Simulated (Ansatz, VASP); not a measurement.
# One calculation of AlCu, two programs

```
Al Cu
1.0
     2.93146    0.00000    0.00000
     0.00000    2.93146    0.00000
     0.00000    0.00000    2.93146
Al Cu
1 1
Direct
  0.96110 0.00000 0.00000
  0.51652 0.50000 0.50000
```

Change from the starting cell: mode 4 frozen in at -0.115 Å, equal normal strain along x, y and z -0.0083.

Alike in both runs: task single point; functional PBEsol; k mesh 16 × 16 × 16; occupations gaussian, width 0.15 eV; no spin polarisation.

|  | VASP | Ansatz |
| --- | --- | --- |
| version | VASP 6.6.1 | Ansatz 0.2.0 |
| potentials or method | VASP PAW PBE potentials, release 64 (Al, Cu), cutoff 520 eV | scalar-relativistic, plane waves, PAW |
| valence electrons in the cell | 14 | 22 |

Ansatz gave:

```
gap on the k mesh at the Fermi level (eV)                     : none
pressure (GPa)                                                : 4.9
traceless stress, the component that is largest in VASP (GPa) : -0.89
rms of the force components (eV/Å)                            : 0.466
```

Problem. Which values does VASP return?

Solution. gap on the k mesh at the Fermi level (eV): none; pressure (GPa): 4.8; traceless stress, the component that is largest in VASP (GPa): -0.90; rms of the force components (eV/Å): 0.469.

VASP's potentials were made for PBE, not for PBEsol, and Ansatz warns of the same on its side. Atom by atom the forces differ by 0.003 eV/Å (rms over components). A gap of «none» marks a metal or a gap that the smearing closes. VASP's potentials hold 14 valence electrons a cell and Ansatz's 22, so a difference there can come from the potentials and not from the codes.
